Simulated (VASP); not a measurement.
# Y (Fm-3m) in VASP: notebook

Runs on Y. Level: PBEsol. Tasks: single point.

All numbers are computed with VASP 6.6.1; they aren't measurements. Logs are shortened: lines on timing, memory, paths and dates and some standing lists are left out, and cuts for length are marked.

## (1) The cell of the first run

It takes space group Fm-3m (No. 225, cubic). The conventional cell has a = 5.057 Å, b = 5.057 Å, c = 5.057 Å, α = 90.00°, β = 90.00°, γ = 90.00°. Within 4.7 Å of Y (site symmetry m-3m) lie 12 Y at 3.58 Å.

This isn't the form of Y at room conditions, which is hcp.

## (2) Single point, PBEsol

Input file INCAR:

```
SYSTEM = Y
ALGO = Normal
EDIFF = 1E-6
ENCUT = 520
GGA = PS
ISIF = 2
ISMEAR = 1
LASPH = .TRUE.
LCHARG = .FALSE.
LREAL = .FALSE.
LWAVE = .FALSE.
NBANDS = 12
NELM = 100
PREC = Accurate
SIGMA = 0.15
```

Input file KPOINTS:

```
k-points
0
G
  10 10 10
  0 0 0
```

Input file POSCAR:

```
Y
1.0
    0.0000000000      2.5284148693      2.5284148693
    2.5284148693      0.0000000000      2.5284148693
    2.5284148693      2.5284148693      0.0000000000
Y
1
Direct
    0.0000000000      0.0000000000      0.0000000000
```

Potentials or basis: VASP PAW PBE potentials, release 64 (Y_sv).

On the command line:

```sh
cat potpaw_PBE.64/Y_sv/POTCAR > POTCAR
mpirun -np 1 vasp_std > vasp.out
```

OUTCAR:

```text
SYSTEM = Y
   EDIFF = 1E-6
   ENCUT = 520
   GGA = PS
   ISIF = 2
   ISMEAR = 1
   LASPH = .TRUE.
   LREAL = .FALSE.
   NELM = 100
   PREC = Accurate

 ion  position               nearest neighbor table
   1  0.000  0.000  0.000-

  LATTYP: Found a face centered cubic cell.
 ALAT       =     5.0568297386

  Lattice vectors:

 A1 = (   0.0000000000,   2.5284148693,   2.5284148693)
 A2 = (   2.5284148693,   0.0000000000,   2.5284148693)
 A3 = (   2.5284148693,   2.5284148693,   0.0000000000)

Analysis of symmetry for initial positions (statically):
=====================================================================
 Subroutine PRICEL returns:
 Original cell was already a primitive cell.

 Routine SETGRP: Setting up the symmetry group for a
 face centered cubic supercell.

 Subroutine GETGRP returns: Found 48 space group operations
 (whereof 48 operations were pure point group operations)
 out of a pool of 48 trial point group operations.

The static configuration has the point symmetry O_h .

Analysis of symmetry for dynamics (positions and initial velocities):
=====================================================================
 Subroutine PRICEL returns:
 Original cell was already a primitive cell.

 Routine SETGRP: Setting up the symmetry group for a
 face centered cubic supercell.

 Subroutine GETGRP returns: Found 48 space group operations
 (whereof 48 operations were pure point group operations)
 out of a pool of 48 trial point group operations.

The dynamic configuration has the point symmetry O_h .

 Subroutine INISYM returns: Found 48 space group operations
 (whereof 48 operations are pure point group operations),
 and found     1 'primitive' translations

----------------------------------------------------------------------------------------

                                     Primitive cell

  volume of cell :      32.3277

  direct lattice vectors                    reciprocal lattice vectors
     0.000000000  2.528414869  2.528414869    -0.197752357  0.197752357  0.197752357
     2.528414869  0.000000000  2.528414869     0.197752357 -0.197752357  0.197752357
     2.528414869  2.528414869  0.000000000     0.197752357  0.197752357 -0.197752357

  length of vectors
     3.575718599  3.575718599  3.575718599     0.342517130  0.342517130  0.342517130

  position of ions in fractional coordinates (direct lattice)
     0.000000000  0.000000000  0.000000000

  ion indices of the primitive-cell ions
   primitive index   ion index
                 1           1

----------------------------------------------------------------------------------------

 KPOINTS: k-points

Automatic generation of k-mesh.
 Grid dimensions read from file:
 generate k-points for:   10   10   10

 Generating k-lattice:

  Cartesian coordinates                     Fractional coordinates (reciprocal lattice)
    -0.019775236  0.019775236  0.019775236     0.100000000  0.000000000  0.000000000
     0.019775236 -0.019775236  0.019775236     0.000000000  0.100000000  0.000000000
     0.019775236  0.019775236 -0.019775236     0.000000000  0.000000000  0.100000000

  Length of vectors
     0.034251713  0.034251713  0.034251713

  Shift w.r.t. Gamma in fractional coordinates (k-lattice)
     0.000000000  0.000000000  0.000000000

 Subroutine IBZKPT returns following result:
 ===========================================

 Found     47 irreducible k-points:

 Following reciprocal coordinates:
            Coordinates               Weight
  0.000000  0.000000  0.000000      1.000000
  0.100000  0.000000  0.000000      8.000000
  0.200000  0.000000  0.000000      8.000000
  0.300000  0.000000  0.000000      8.000000
  0.400000  0.000000  0.000000      8.000000
  0.500000  0.000000  0.000000      4.000000
[... 16 lines left out ...]
  0.300000  0.300000  0.000000      6.000000
  0.400000  0.300000  0.000000     24.000000
 [... further k-points ...]
   k-points           NKPTS =     47   k-points in BZ     NKDIM =     47   number of bands    NBANDS=     12
   number of dos      NEDOS =    301   number of ions     NIONS =      1
   total plane-waves  NPLWV =  21952
   dimension x,y,z NGX =    28 NGY =   28 NGZ =   28
   dimension x,y,z NGXF=    56 NGYF=   56 NGZF=   56
   ions per type =               1
   NGX,Y,Z   is equivalent  to a cutoff of  13.02, 13.02, 13.02 a.u.
   NGXF,Y,Z  is equivalent  to a cutoff of  26.04, 26.04, 26.04 a.u.
 SYSTEM =  Y
   PREC   = accura    normal or accurate (medium, high low for compatibility)
   ISTART =      0    job   : 0-new  1-cont  2-samecut
   ICHARG =      2    charge: 1-file 2-atom 10-const
   ISPIN  =      1    spin polarized calculation?
   LNONCOLLINEAR =      F non collinear calculations
   LSORBIT =      F    spin-orbit coupling
   LASPH  =      T    aspherical Exc in radial PAW
   ENCUT  =  520.0 eV  38.22 Ry    6.18 a.u.   6.65  6.65  6.65*2*pi/ulx,y,z
   NELM   =    100;   NELMIN=  2; NELMDL= -5     # of ELM steps
   EDIFF  = 0.1E-05   stopping-criterion for ELM
   LREAL  =      F    real-space projection
   EDIFFG = 0.1E-04   stopping-criterion for IOM
   NSW    =      0    number of steps for IOM
   IBRION =     -1    ionic relax: 0-MD 1-quasi-New 2-CG
   NFREE  =      0    steps in history (QN), initial steepest desc. (CG)
   ISIF   =      2    stress and relaxation
   ISYM   =      2    0-nonsym 1-usesym 2-fastsym
   POTIM  = 0.5000    time-step for ionic-motion
   TEBEG  =    0.0;   TEEND  =   0.0 temperature during run
   PSTRESS=    0.0 pullay stress
   NELECT =      11.0000    total number of electrons
   NUPDOWN=      -1.0000    fix difference up-down
   EMIN   =  10.00;   EMAX   =-10.00  energy-range for DOS
   EFERMI =   0.00;   METHOD = LEGACY
   ISMEAR =     1;   SIGMA  =   0.15  broadening in eV -4-tet -1-fermi 0-gaus
   EFERMI_NEDOS =   21; number of points for ismear=-14 and -15
   IALGO  =     38    algorithm
   IMIX   =      4    mixing-type and parameters
     AMIX     =   0.40;   BMIX     =  1.00
     AMIX_MAG =   1.60;   BMIX_MAG =  1.00
  volume/ion in A,a.u.               =      32.33       218.16
  Fermi-wavevector in a.u.,A,eV,Ry     =   1.142915  2.159797 17.772684  1.306255
  Thomas-Fermi vector in A             =   2.279612
   LORBIT       =      0    0 simple, 1 ext, 2 COOP (PROOUT), +10 PAW based schemes
   GGA     = PS    functional components
   LHFCALC =     F    Hartree Fock is set to
   AEXX    =    0.0000 exact exchange contribution
   IVDW    =     0    specifies the selected vdW correction
   LEPSILON=     F    determine dielectric tensor
   LRPA    =     F    only Hartree local field effects (RPA)
 non-spin polarized calculation
 Methfessel and Paxton  Order N= 1 SIGMA  =   0.15
  energy-cutoff  :      520.00
  volume of cell :       32.33
 maximum number of plane-waves:       893
   NGX = 13   NGY = 13   NGZ = 13

 number of electron      11.0000000 magnetization

 Free energy of the ion-electron system (eV)
  ---------------------------------------------------
  ext. energy  EPLUGINS =         0.00000000
  ---------------------------------------------------
  free energy    TOTEN  =        -6.78895738 eV

  energy without entropy =       -6.78830665  energy(sigma->0) =       -6.78874047

 E-fermi :   2.9966     XC(G=0):  -9.5927

 val. band max:        2.9821307191   @ k =   0.4000   0.2000   0.0000
 cond. band min:       2.9979324623   @ k =  -0.4000   0.2000   0.0000
 fundamental gap:      0.0158017432
 Fermi energy:         2.9966398758

 k-point     1 :       0.0000    0.0000    0.0000
  band No.  band energies     occupation
      1     -39.5567      2.00000
      2     -19.2672      2.00000
      3     -19.2672      2.00000
      4     -19.2672      2.00000
      5      -1.7680      2.00000
      6       4.7987     -0.00000
      7       4.7987     -0.00000
      8       4.7987     -0.00000
      9       6.8263      0.00000
     10       6.8263      0.00000
     11      12.0194      0.00000
     12      15.2807      0.00000

 k-point     2 :       0.1000    0.0000    0.0000
  band No.  band energies     occupation
      1     -39.5503      2.00000
      2     -19.3261      2.00000
      3     -19.2746      2.00000
      4     -19.2746      2.00000
      5      -1.5180      2.00000
      6       4.5289     -0.00000
      7       4.9115     -0.00000
      8       4.9115     -0.00000
      9       6.7048      0.00000
     10       6.7048      0.00000
     11      12.5723      0.00000
     12      14.3017      0.00000

 k-point     3 :       0.2000    0.0000    0.0000
  band No.  band energies     occupation
      1     -39.5334      2.00000
      2     -19.4774      2.00000
      3     -19.2940      2.00000
      4     -19.2940      2.00000
      5      -0.8329      2.00000
      6       3.9796     -0.00000
      7       5.0751     -0.00000
      8       5.0751     -0.00000
      9       6.6363      0.00000
     10       6.6363      0.00000
     11      12.6969      0.00000
     12      14.0975      0.00000
[... 286 lines left out ...]
 k-point    23 :       0.3000    0.3000    0.0000
  band No.  band energies     occupation
      1     -39.4978      2.00000
      2     -19.6391      2.00000
      3     -19.4048      2.00000
      4     -19.4048      2.00000
      5       0.5910      2.00000
      6       2.8150      2.07085
      7       4.4496     -0.00000
      8       6.4979      0.00000
      9       6.4979      0.00000
     10       7.7237      0.00000
     11      14.1912      0.00000
     12      14.1912      0.00000

 k-point    24 :       0.4000    0.3000    0.0000
  band No.  band energies     occupation
      1     -39.4844      2.00000
      2     -19.7148      2.00000
      3     -19.4470      2.00000
      4     -19.4280      2.00000
      5       1.1299      2.00000
      6       2.5906      2.00088
      7       4.2106     -0.00000
      8       6.6927      0.00000
      9       7.3687      0.00000
     10       8.1974      0.00000
     11      12.3184      0.00000
     12      13.3484      0.00000

 [... further k-points ...]

------------------------ aborting loop because EDIFF is reached ----------------------------------------

  FORCE on cell =-STRESS in cart. coord.  units (eV):
  Direction    XX          YY          ZZ          XY          YZ          ZX
  --------------------------------------------------------------------------------------
  -------------------------------------------------------------------------------------
  Total       -0.4191457     -0.4191457     -0.4191457     -0.0000000     -0.0000000     -0.0000000
  in kB      -20.7730664    -20.7730664    -20.7730664     -0.0000000     -0.0000000     -0.0000000
  external PRESSURE =     -20.7730664 kB  Pullay stress =       0.0000000 kB

 VOLUME and BASIS-vectors are now :
 -----------------------------------------------------------------------------
  energy-cutoff  :      520.00
  volume of cell :       32.33
      direct lattice vectors                 reciprocal lattice vectors
     0.000000000  2.528414869  2.528414869    -0.197752357  0.197752357  0.197752357
     2.528414869  0.000000000  2.528414869     0.197752357 -0.197752357  0.197752357
     2.528414869  2.528414869  0.000000000     0.197752357  0.197752357 -0.197752357

 POSITION                                       TOTAL-FORCE (eV/Angst)
 -----------------------------------------------------------------------------------
      0.00000      0.00000      0.00000         0.000000      0.000000      0.000000
 -----------------------------------------------------------------------------------
    total drift:                               -0.000000     -0.000000     -0.000000

  FREE ENERGIE OF THE ION-ELECTRON SYSTEM (eV)
  ---------------------------------------------------
  free  energy   TOTEN  =        -6.7889573796 eV

  energy  without entropy=       -6.7883066465  energy(sigma->0) =       -6.78874047
```

Run time: 19 s. Hardware: 1 thread of Intel Xeon Platinum 8375C at 2.90GHz (Ice Lake), shared host; peak memory 0.17 GiB.

What came out:

```
Free energy            : -6.7890 eV
Pressure               : -2.1 GPa
Band gap on the k mesh : zero (an odd number of electrons rules out a gap without spin polarisation)
```

Caveat: the PAW data sets were made with another functional, which shifts forces and pressure a little.

## (3) Single point, PBEsol

This run uses another cell than the first one, of 33.15 Å³/atom.

Input file INCAR:

```
PREC = Accurate ; ENCUT = 520
EDIFF = 1E-7 ; ISMEAR = 1
SIGMA = 0.15 ; LREAL = False
LASPH = True ; NELM = 80
ALGO = Normal ; ISIF = 2
LWAVE = False ; LCHARG = False
GGA = PS ; NBANDS = 12
```

Input file KPOINTS:

```
regular mesh
0
Gamma
  10 10 10
```

Input file POSCAR:

```
Y
1.0
    0.0000000000      2.5495741365      2.5495741365
    2.5495741365      0.0000000000      2.5495741365
    2.5495741365      2.5495741365      0.0000000000
Y
1
Direct
    0.0000000000      0.0000000000      0.0000000000
```

Potentials or basis: VASP PAW PBE potentials, release 64 (Y_sv).

On the command line:

```sh
cat potpaw_PBE.64/Y_sv/POTCAR > POTCAR
mpirun -np 1 vasp_std > vasp.out
```

OUTCAR:

```text
PREC = Accurate
   ENCUT = 520
   EDIFF = 1E-7
   ISMEAR = 1
   LREAL = False
   LASPH = True
   NELM = 80
   ISIF = 2
   GGA = PS

 ion  position               nearest neighbor table
   1  0.000  0.000  0.000-

  LATTYP: Found a face centered cubic cell.
 ALAT       =     5.0991482730

  Lattice vectors:

 A1 = (   0.0000000000,   2.5495741365,   2.5495741365)
 A2 = (   2.5495741365,   0.0000000000,   2.5495741365)
 A3 = (   2.5495741365,   2.5495741365,   0.0000000000)

Analysis of symmetry for initial positions (statically):
=====================================================================
 Subroutine PRICEL returns:
 Original cell was already a primitive cell.

 Routine SETGRP: Setting up the symmetry group for a
 face centered cubic supercell.

 Subroutine GETGRP returns: Found 48 space group operations
 (whereof 48 operations were pure point group operations)
 out of a pool of 48 trial point group operations.

The static configuration has the point symmetry O_h .

Analysis of symmetry for dynamics (positions and initial velocities):
=====================================================================
 Subroutine PRICEL returns:
[... 167 lines left out ...]
      4     -19.4683      2.00000
      5      -1.8482      2.00000
      6       4.6512     -0.00000
      7       4.6512     -0.00000
      8       4.6512     -0.00000
      9       6.6168      0.00000
     10       6.6168      0.00000
     11      11.8289      0.00000
     12      15.0126      0.00000
[... 331 lines left out ...]
 k-point    24 :       0.4000    0.3000    0.0000
  band No.  band energies     occupation
      1     -39.6756      2.00000
      2     -19.8798      2.00000
      3     -19.6340      2.00000
      4     -19.6166      2.00000
      5       1.0228      2.00000
      6       2.5019      2.00230
      7       4.0516     -0.00000
      8       6.4878      0.00000
      9       7.1397      0.00000
     10       7.9428      0.00000
     11      11.9647      0.00000
     12      12.9954      0.00000

 [... further k-points ...]

------------------------ aborting loop because EDIFF is reached ----------------------------------------

  FORCE on cell =-STRESS in cart. coord.  units (eV):
  Direction    XX          YY          ZZ          XY          YZ          ZX
  --------------------------------------------------------------------------------------
  -------------------------------------------------------------------------------------
  Total       -0.5974983     -0.5974983     -0.5974983      0.0000000      0.0000000      0.0000000
  in kB      -28.8811411    -28.8811411    -28.8811411      0.0000000      0.0000000      0.0000000
  external PRESSURE =     -28.8811411 kB  Pullay stress =       0.0000000 kB

 VOLUME and BASIS-vectors are now :
 -----------------------------------------------------------------------------
  energy-cutoff  :      520.00
  volume of cell :       33.15
      direct lattice vectors                 reciprocal lattice vectors
     0.000000000  2.549574136  2.549574136    -0.196111183  0.196111183  0.196111183
     2.549574136  0.000000000  2.549574136     0.196111183 -0.196111183  0.196111183
     2.549574136  2.549574136  0.000000000     0.196111183  0.196111183 -0.196111183

 POSITION                                       TOTAL-FORCE (eV/Angst)
 -----------------------------------------------------------------------------------
      0.00000      0.00000      0.00000        -0.000000     -0.000000      0.000000
 -----------------------------------------------------------------------------------
    total drift:                               -0.000000     -0.000000     -0.000000

  FREE ENERGIE OF THE ION-ELECTRON SYSTEM (eV)
  ---------------------------------------------------
  free  energy   TOTEN  =        -6.7762801861 eV

  energy  without entropy=       -6.7747588057  energy(sigma->0) =       -6.77577306
```

OSZICAR:

```text
N       E                     dE             d eps       ncg     rms          rms(c)
DAV:   1     0.237976497945E+02    0.23798E+02   -0.54042E+03  1128   0.810E+02
DAV:   2    -0.565484339251E+01   -0.29452E+02   -0.28593E+02  1392   0.164E+02
DAV:   3    -0.696713649284E+01   -0.13123E+01   -0.12782E+01  1632   0.219E+01
DAV:   4    -0.700894403202E+01   -0.41808E-01   -0.41773E-01  1268   0.372E+00
DAV:   5    -0.700978834903E+01   -0.84432E-03   -0.84430E-03  1496   0.426E-01    0.221E+01
DAV:   6    -0.681768275485E+01    0.19211E+00   -0.21761E-01  1208   0.303E+00    0.134E+01
DAV:   7    -0.678051245991E+01    0.37170E-01   -0.30192E-01  1316   0.355E+00    0.113E+00
DAV:   8    -0.677645753633E+01    0.40549E-02   -0.38056E-02  1316   0.148E+00    0.181E-01
DAV:   9    -0.677628991137E+01    0.16762E-03   -0.92225E-04  1336   0.255E-01    0.796E-02
DAV:  10    -0.677627984328E+01    0.10068E-04   -0.96000E-05  1348   0.873E-02    0.238E-02
DAV:  11    -0.677628115697E+01   -0.13137E-05   -0.12547E-05  1276   0.284E-02    0.158E-02
DAV:  12    -0.677628034090E+01    0.81607E-06   -0.12480E-06  1268   0.991E-03    0.492E-03
DAV:  13    -0.677628018839E+01    0.15250E-06   -0.15534E-07  1340   0.285E-03    0.349E-04
DAV:  14    -0.677628018610E+01    0.22926E-08   -0.41738E-09   664   0.452E-04
   1 F= -.67762802E+01 E0= -.67757731E+01  d E =-.152138E-02
```

Run time: 17 s. Hardware: 1 thread of Intel Xeon Platinum 8375C at 2.90GHz (Ice Lake), shared host; peak memory 0.17 GiB.

Results:

```
Free energy            : -6.7763 eV
Pressure               : -2.9 GPa
Band gap on the k mesh : zero (an odd number of electrons rules out a gap without spin polarisation)
```

Levels at points of the mesh, in eV from the Fermi level:
```
           k point  band 3  band 4  band 5  band 6  band 7  band 8
(0.00, 0.00, 0.00)  -22.35  -22.35   -4.73    1.77    1.77    1.77
(0.50, 0.00, 0.00)  -22.42  -22.42   -1.95    0.60    1.61    1.61
(0.50, 0.50, 0.00)  -22.54  -22.54   -1.69   -0.83    2.02    5.18
```

Caveat: the PAW data sets were made with another functional, which shifts forces and pressure a little.

The gap in the log of VASP goes by the Fermi energy; the results here count the filled bands.